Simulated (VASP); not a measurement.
Write the native input for VASP 6.6.1 that does the following.

```yaml
Task: single point
Functional: r2SCAN
Potentials_or_basis: VASP PAW PBE potentials, release 64 (Ag)
Cutoff: 520 eV
k_mesh: 18 × 18 × 18
Occupations: gaussian, width 0.1 eV
Spin: no spin polarisation
Dipole_correction: no
Further_INCAR_settings: ALGO = Normal; EDIFF = 1e-07; NBANDS = 12
```

Crystal: Ag.

```xyz
1
Lattice="-1.6343 1.6343 1.6343 1.6343 -1.6343 1.6343 1.6343 1.6343 -1.6343" Properties=species:S:1:pos:R:3 pbc="T T T"
Ag    0.0000    0.0000    0.0000
```

The input as run:

POSCAR

```
Ag
1.0
   -1.6342676475      1.6342676475      1.6342676475
    1.6342676475     -1.6342676475      1.6342676475
    1.6342676475      1.6342676475     -1.6342676475
Ag
1
Direct
    0.0000000000      0.0000000000      0.0000000000
```

INCAR.step1

```
PREC = Accurate ; ENCUT = 520
ISMEAR = 0 ; SIGMA = 0.1
LREAL = False ; LASPH = True
NELM = 80 ; NBANDS = 12
GGA = PE ; ALGO = Normal
EDIFF = 1E-4 ; LWAVE = True
LCHARG = False
```

INCAR.step2

```
PREC = Accurate ; ENCUT = 520
EDIFF = 1E-7 ; ISMEAR = 0
SIGMA = 0.1 ; LREAL = False
LASPH = True ; NELM = 80
ALGO = Normal ; ISIF = 2
LWAVE = False ; LCHARG = False
METAGGA = R2SCAN ; LMIXTAU = True
NBANDS = 12 ; ISTART = 1
```

KPOINTS

```
Automatic mesh
0
Gamma
  18 18 18
```

Potentials or basis: VASP PAW PBE potentials, release 64 (Ag).

Launch:

```bash
$ cat potpaw_PBE.64/Ag/POTCAR > POTCAR
$ cp INCAR.step1 INCAR
$ mpirun -np 1 vasp_std > vasp.out
$ cp INCAR.step2 INCAR
$ mpirun -np 1 vasp_std > vasp.out
```

It gave:

```json
{"Pressure": "0.1 GPa"}
```

Caveat: the PAW data sets were made with another functional, which shifts forces and pressure a little.

Wall time 2.6 min on 1 thread of AMD EPYC 7R13 Processor (Zen 3) (shared host), peak memory 0.14 GiB.
